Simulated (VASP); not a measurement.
# HgTe in VASP: further runs

Runs on HgTe. Level: LDA. Tasks: single point.

Program: VASP 6.6.1. These are calculated values, not measurements. Logs are shortened: lines on timing, memory, paths and dates and some standing lists are left out, and cuts for length are marked.

**1. The cell of the first run**

Symmetry: Fm-3m, No. 225, cubic system. Conventional cell: a = 5.862 Å, b = 5.862 Å, c = 5.862 Å, α = 90.00°, β = 90.00°, γ = 90.00°. Hg (site symmetry m-3m) has 6 Te at 2.93 Å within 3.9 Å. Te (site symmetry m-3m) has 6 Hg at 2.93 Å within 3.9 Å.

**2. Single point, LDA (25.18 Å³/atom)**

INCAR reads:

```
SYSTEM = HgTe
  ALGO = Normal
  EDIFF = 1E-6
  ENCUT = 500
  GGA_COMPAT = .FALSE.
  ISIF = 2
  ISMEAR = -1
  LASPH = .TRUE.
  LCHARG = .TRUE.
  LELF = .TRUE.
  LREAL = .FALSE.
  LVHAR = .TRUE.
  LWAVE = .FALSE.
  NBANDS = 16
  NELM = 120
  PREC = Accurate
  SIGMA = 0.08
```

KPOINTS reads:

```
k-points
0
G
  10 10 10
  0 0 0
```

POSCAR reads:

```
HgTe
1.0
    0.0000000000      2.9312060514      2.9312060514
    2.9312060514      0.0000000000      2.9312060514
    2.9312060514      2.9312060514      0.0000000000
Hg Te
1 1
Direct
    0.0000000000      0.0000000000      0.0000000000
    0.5000000000      0.5000000000      0.5000000000
```

Potentials or basis: VASP PAW LDA potentials, release 64 (Hg, Te).

Launch:

```
$ cat potpaw_LDA.64/Hg/POTCAR potpaw_LDA.64/Te/POTCAR > POTCAR
$ mpirun -np 1 vasp_std > vasp.out
```

OUTCAR:

```text
SYSTEM = HgTe
   EDIFF = 1E-6
   ENCUT = 500
   ISIF = 2
   ISMEAR = -1
   LASPH = .TRUE.
   LREAL = .FALSE.
   NELM = 120
   PREC = Accurate

 ion  position               nearest neighbor table
   1  0.000  0.000  0.000-   2 2.93   2 2.93   2 2.93   2 2.93   2 2.93   2 2.93
   2  0.500  0.500  0.500-   1 2.93   1 2.93   1 2.93   1 2.93   1 2.93   1 2.93

  LATTYP: Found a face centered cubic cell.
 ALAT       =     5.8624121028

  Lattice vectors:

 A1 = (   0.0000000000,   2.9312060514,   2.9312060514)
 A2 = (   2.9312060514,   0.0000000000,   2.9312060514)
 A3 = (   2.9312060514,   2.9312060514,   0.0000000000)

Analysis of symmetry for initial positions (statically):
=====================================================================
 Subroutine PRICEL returns:
 Original cell was already a primitive cell.

 Routine SETGRP: Setting up the symmetry group for a
 face centered cubic supercell.

 Subroutine GETGRP returns: Found 48 space group operations
 (whereof 48 operations were pure point group operations)
 out of a pool of 48 trial point group operations.

The static configuration has the point symmetry O_h .

Analysis of symmetry for dynamics (positions and initial velocities):
=====================================================================
 Subroutine PRICEL returns:
 Original cell was already a primitive cell.

 Routine SETGRP: Setting up the symmetry group for a
 face centered cubic supercell.

 Subroutine GETGRP returns: Found 48 space group operations
 (whereof 48 operations were pure point group operations)
 out of a pool of 48 trial point group operations.

The dynamic configuration has the point symmetry O_h .

 Subroutine INISYM returns: Found 48 space group operations
 (whereof 48 operations are pure point group operations),
 and found     1 'primitive' translations

----------------------------------------------------------------------------------------

                                     Primitive cell

  volume of cell :      50.3697

  direct lattice vectors                    reciprocal lattice vectors
     0.000000000  2.931206051  2.931206051    -0.170578250  0.170578250  0.170578250
     2.931206051  0.000000000  2.931206051     0.170578250 -0.170578250  0.170578250
     2.931206051  2.931206051  0.000000000     0.170578250  0.170578250 -0.170578250

  length of vectors
     4.145351352  4.145351352  4.145351352     0.295450196  0.295450196  0.295450196

  position of ions in fractional coordinates (direct lattice)
     0.000000000  0.000000000  0.000000000
     0.500000000  0.500000000  0.500000000

  ion indices of the primitive-cell ions
   primitive index   ion index
                 1           1
                 2           2

----------------------------------------------------------------------------------------

 KPOINTS: k-points

Automatic generation of k-mesh.
 Grid dimensions read from file:
 generate k-points for:   10   10   10

 Generating k-lattice:

  Cartesian coordinates                     Fractional coordinates (reciprocal lattice)
    -0.017057825  0.017057825  0.017057825     0.100000000  0.000000000  0.000000000
     0.017057825 -0.017057825  0.017057825     0.000000000  0.100000000  0.000000000
     0.017057825  0.017057825 -0.017057825     0.000000000  0.000000000  0.100000000

  Length of vectors
     0.029545020  0.029545020  0.029545020

  Shift w.r.t. Gamma in fractional coordinates (k-lattice)
     0.000000000  0.000000000  0.000000000

 Subroutine IBZKPT returns following result:
 ===========================================

 Found     47 irreducible k-points:

 Following reciprocal coordinates:
            Coordinates               Weight
  0.000000  0.000000  0.000000      1.000000
  0.100000  0.000000  0.000000      8.000000
  0.200000  0.000000  0.000000      8.000000
  0.300000  0.000000  0.000000      8.000000
  0.400000  0.000000  0.000000      8.000000
  0.500000  0.000000  0.000000      4.000000
[... 16 lines left out ...]
  0.300000  0.300000  0.000000      6.000000
  0.400000  0.300000  0.000000     24.000000
 [... further k-points ...]
   k-points           NKPTS =     47   k-points in BZ     NKDIM =     47   number of bands    NBANDS=     16
   number of dos      NEDOS =    301   number of ions     NIONS =      2
   total plane-waves  NPLWV =  27000
   dimension x,y,z NGX =    30 NGY =   30 NGZ =   30
   dimension x,y,z NGXF=    60 NGYF=   60 NGZF=   60
   ions per type =               1   1
   NGX,Y,Z   is equivalent  to a cutoff of  12.03, 12.03, 12.03 a.u.
   NGXF,Y,Z  is equivalent  to a cutoff of  24.06, 24.06, 24.06 a.u.
 SYSTEM =  HgTe
   PREC   = accura    normal or accurate (medium, high low for compatibility)
   ISTART =      0    job   : 0-new  1-cont  2-samecut
   ICHARG =      2    charge: 1-file 2-atom 10-const
   ISPIN  =      1    spin polarized calculation?
   LNONCOLLINEAR =      F non collinear calculations
   LSORBIT =      F    spin-orbit coupling
   LASPH  =      T    aspherical Exc in radial PAW
   ENCUT  =  500.0 eV  36.75 Ry    6.06 a.u.   7.56  7.56  7.56*2*pi/ulx,y,z
   NELM   =    120;   NELMIN=  2; NELMDL= -5     # of ELM steps
   EDIFF  = 0.1E-05   stopping-criterion for ELM
   LREAL  =      F    real-space projection
   EDIFFG = 0.1E-04   stopping-criterion for IOM
   NSW    =      0    number of steps for IOM
   IBRION =     -1    ionic relax: 0-MD 1-quasi-New 2-CG
   NFREE  =      0    steps in history (QN), initial steepest desc. (CG)
   ISIF   =      2    stress and relaxation
   ISYM   =      2    0-nonsym 1-usesym 2-fastsym
   POTIM  = 0.5000    time-step for ionic-motion
   TEBEG  =    0.0;   TEEND  =   0.0 temperature during run
   PSTRESS=    0.0 pullay stress
   NELECT =      18.0000    total number of electrons
   NUPDOWN=      -1.0000    fix difference up-down
   EMIN   =  10.00;   EMAX   =-10.00  energy-range for DOS
   EFERMI =   0.00;   METHOD = LEGACY
   ISMEAR =    -1;   SIGMA  =   0.08  broadening in eV -4-tet -1-fermi 0-gaus
   EFERMI_NEDOS =   21; number of points for ismear=-14 and -15
   IALGO  =     38    algorithm
   IMIX   =      4    mixing-type and parameters
     AMIX     =   0.40;   BMIX     =  1.00
     AMIX_MAG =   1.60;   BMIX_MAG =  1.00
  volume/ion in A,a.u.               =      25.18       169.96
  Fermi-wavevector in a.u.,A,eV,Ry     =   1.161741  2.195372 18.362996  1.349642
  Thomas-Fermi vector in A             =   2.298310
   LORBIT       =      0    0 simple, 1 ext, 2 COOP (PROOUT), +10 PAW based schemes
   GGA     = CA    functional components
   LHFCALC =     F    Hartree Fock is set to
   AEXX    =    0.0000 exact exchange contribution
   IVDW    =     0    specifies the selected vdW correction
   LEPSILON=     F    determine dielectric tensor
   LRPA    =     F    only Hartree local field effects (RPA)
 non-spin polarized calculation
  energy-cutoff  :      500.00
  volume of cell :       50.37
 maximum number of plane-waves:      1298
   NGX = 15   NGY = 15   NGZ = 15

 number of electron      17.9999998 magnetization

 Free energy of the ion-electron system (eV)
  ---------------------------------------------------
  ext. energy  EPLUGINS =         0.00000000
  ---------------------------------------------------
  free energy    TOTEN  =        -4.91127808 eV

  energy without entropy =       -4.89865843  energy(sigma->0) =       -4.90496825

 E-fermi :   5.6493     XC(G=0): -10.7024

 val. band max:        5.5549936826   @ k =   0.5000   0.1000   0.0000
 cond. band min:       5.7615982068   @ k =  -0.2000   0.1000   0.0000
 fundamental gap:      0.2066045242
 Fermi energy:         5.6493068925

 k-point     1 :       0.0000    0.0000    0.0000
  band No.  band energies     occupation
      1      -7.3258      2.00000
      2      -1.5537      2.00000
      3      -1.5537      2.00000
      4      -1.4860      2.00000
      5      -1.4860      2.00000
      6      -1.4860      2.00000
[... 8 lines left out ...]
     15      13.6184      0.00000
     16      13.6184      0.00000

 k-point     2 :       0.1000    0.0000    0.0000
  band No.  band energies     occupation
      1      -7.2188      2.00000
      2      -1.5992      2.00000
      3      -1.5992      2.00000
      4      -1.5043      2.00000
      5      -1.4687      2.00000
      6      -1.4687      2.00000
[... 8 lines left out ...]
     15      13.7769      0.00000
     16      13.7769      0.00000

 k-point     3 :       0.2000    0.0000    0.0000
  band No.  band energies     occupation
      1      -6.9099      2.00000
      2      -1.7227      2.00000
      3      -1.7227      2.00000
      4      -1.5730      2.00000
      5      -1.4123      2.00000
      6      -1.4123      2.00000
[... 8 lines left out ...]
     15      14.2652      0.00000
     16      14.2652      0.00000

 k-point     4 :       0.3000    0.0000    0.0000
  band No.  band energies     occupation
      1      -6.4464      2.00000
      2      -1.8678      2.00000
      3      -1.8678      2.00000
      4      -1.7484      2.00000
      5      -1.3387      2.00000
      6      -1.3387      2.00000
[... 8 lines left out ...]
     15      15.0604      0.00000
     16      15.0604      0.00000

 k-point     5 :       0.4000    0.0000    0.0000
  band No.  band energies     occupation
      1      -5.9536      2.00000
      2      -2.0882      2.00000
      3      -1.9789      2.00000
      4      -1.9789      2.00000
      5      -1.2773      2.00000
      6      -1.2773      2.00000
[... 8 lines left out ...]
     15      16.0685      0.00000
     16      16.0685      0.00000

 k-point     6 :       0.5000    0.0000    0.0000
  band No.  band energies     occupation
      1      -5.7132      2.00000
      2      -2.3150      2.00000
      3      -2.0199      2.00000
      4      -2.0199      2.00000
      5      -1.2534      2.00000
      6      -1.2534      2.00000
[... 8 lines left out ...]
     15      16.7411      0.00000
     16      16.7411      0.00000
[... 267 lines left out ...]
 k-point    21 :      -0.3000    0.2000    0.0000
  band No.  band energies     occupation
      1      -5.9762      2.00000
      2      -2.0822      2.00000
      3      -1.9625      2.00000
      4      -1.5998      2.00000
      5      -1.3037      2.00000
      6      -1.2042      2.00000
[... 8 lines left out ...]
     15      15.8079      0.00000
     16      17.1873      0.00000

 k-point    22 :      -0.2000    0.2000    0.0000
  band No.  band energies     occupation
      1      -6.3475      2.00000
      2      -1.9574      2.00000
      3      -1.9261      2.00000
      4      -1.5787      2.00000
      5      -1.3626      2.00000
      6      -1.2672      2.00000
[... 8 lines left out ...]
     15      15.5594      0.00000
     16      17.1961      0.00000

 k-point    23 :       0.3000    0.3000    0.0000
  band No.  band energies     occupation
      1      -6.3795      2.00000
      2      -1.8985      2.00000
      3      -1.6181      2.00000
      4      -1.4673      2.00000
      5      -1.3131      2.00000
      6      -1.3131      2.00000
[... 8 lines left out ...]
     15      17.4397      0.00000
     16      17.9631      0.00000

 k-point    24 :       0.4000    0.3000    0.0000
  band No.  band energies     occupation
      1      -6.1594      2.00000
      2      -1.7100      2.00000
      3      -1.6400      2.00000
      4      -1.5238      2.00000
      5      -1.2366      2.00000
      6      -1.2363      2.00000
[... 8 lines left out ...]
     15      17.9407      0.00000
     16      18.0159      0.00000

 [... further k-points ...]
[... 5 lines left out ...]
  --------------------------------------------------------------------------------------
  -------------------------------------------------------------------------------------
  Total        1.1135696      1.1135696      1.1135696      0.0000000     -0.0000000      0.0000000
  in kB       35.4208449     35.4208449     35.4208449      0.0000000     -0.0000000      0.0000000
  external PRESSURE =      35.4208449 kB  Pullay stress =       0.0000000 kB

 VOLUME and BASIS-vectors are now :
 -----------------------------------------------------------------------------
  energy-cutoff  :      500.00
  volume of cell :       50.37
      direct lattice vectors                 reciprocal lattice vectors
     0.000000000  2.931206051  2.931206051    -0.170578250  0.170578250  0.170578250
     2.931206051  0.000000000  2.931206051     0.170578250 -0.170578250  0.170578250
     2.931206051  2.931206051  0.000000000     0.170578250  0.170578250 -0.170578250

 POSITION                                       TOTAL-FORCE (eV/Angst)
 -----------------------------------------------------------------------------------
      0.00000      0.00000      0.00000         0.000000      0.000000      0.000000
      2.93121      2.93121      2.93121         0.000000     -0.000000     -0.000000
 -----------------------------------------------------------------------------------
    total drift:                               -0.000000      0.000000      0.000000

  FREE ENERGIE OF THE ION-ELECTRON SYSTEM (eV)
  ---------------------------------------------------
  free  energy   TOTEN  =        -4.9112780776 eV

  energy  without entropy=       -4.8986584295  energy(sigma->0) =       -4.90496825
```

It took 15 s on 1 thread of Intel Xeon 6975P-C (Granite Rapids), shared host; peak memory 0.17 GiB.

What came out:

```
Free energy            : -4.9113 eV
Pressure               : 3.5 GPa
Band gap on the k mesh : zero (bands 9 and 10 overlap by 3.20 eV)
```

Caveat: the cell stands under pressure; spin-orbit coupling is left out, which moves the levels of the heavy elements.

(Continued in part 2 of 2.)
